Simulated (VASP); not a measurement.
Al, 1 atom in the cell. The structure is cubic, space group Im-3m (No. 229). Conventional cell: a = 3.182 Å, b = 3.182 Å, c = 3.182 Å, α = 90.00°, β = 90.00°, γ = 90.00°. Al (site symmetry m-3m) has 14 Al at 2.76 to 3.18 Å within 3.6 Å. This isn't the form of Al at room conditions, which is fcc.

- Program: VASP 6.6.1
- Task: single point
- Functional: r2SCAN
- Potentials or basis: VASP PAW PBE potentials, release 64 (Al)
- Cutoff: 550 eV
- k mesh: 15 × 15 × 15
- Occupations: methfessel-paxton, width 0.025 eV
- Spin: no spin polarisation
- Dipole correction: no
- Further INCAR settings: ALGO = Normal; EDIFF = 1e-06; NBANDS = 8

Potentials or basis: VASP PAW PBE potentials, release 64 (Al).

Run with:

```console
$ cat potpaw_PBE.64/Al/POTCAR > POTCAR
$ cp INCAR.step1 INCAR
$ mpirun -np 1 vasp_std > vasp.out
$ cp INCAR.step2 INCAR
$ mpirun -np 1 vasp_std > vasp.out
```

Hardware: 1 thread of Intel(R) Xeon(R) Platinum 8259CL CPU @ 2.50GHz (Skylake/Cascade Lake) (shared host).

Task: How long does it take, and how much memory?

Result: Wall time 35 s on 1 thread of Intel(R) Xeon(R) Platinum 8259CL CPU @ 2.50GHz (Skylake/Cascade Lake), with other jobs on the host, peak memory 0.14 GiB. Counts: k points 120.
